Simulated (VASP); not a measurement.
Crystal: AlN.

```xyz
2
Lattice="0.0000 2.1693 2.1693 2.1693 0.0000 2.1693 2.1693 2.1693 0.0000" Properties=species:S:1:pos:R:3 pbc="T T T"
Al    0.0000    0.0000    0.0000
N     1.0847    1.0847    1.0847
```

Base run:

| Property | Result |
| --- | --- |
| Program | VASP 6.6.1 |
| Functional | r2SCAN |
| Potentials or basis | VASP PAW PBE potentials, release 64 (Al, N) |
| Cutoff | 520 eV |
| k mesh | 10 × 10 × 10 |
| Occupations | fermi-dirac, width 0.05 eV |
| Spin | no spin polarisation |

Its results: band gap on the k mesh 3.95 eV, indirect (least direct gap 5.08 eV); pressure 4.3 GPa.

After a change of settings the same cell gave: band gap on the k mesh 3.20 eV, indirect (least direct gap 4.31 eV); pressure 5.7 GPa. Which change was it?
A. further incar settings from ALGO = Normal; EDIFF = 1e-06; NBANDS = 11 to ALGO = Normal; EDIFF = 1e-07; NBANDS = 11; dispersion from none to D3(BJ)
B. functional from r2SCAN to PBE; cutoff from 520 eV to 600 eV; dispersion from none to D4
C. functional from r2SCAN to revPBE; cutoff from 520 eV to 600 eV; dispersion from none to D4
D. functional from r2SCAN to PBEsol

D.

r2SCAN gives the wider gap, since meta-GGAs in the generalised Kohn-Sham scheme recover part of the derivative discontinuity.

Caveats: the PAW data sets were made with another functional, which shifts forces and pressure a little.
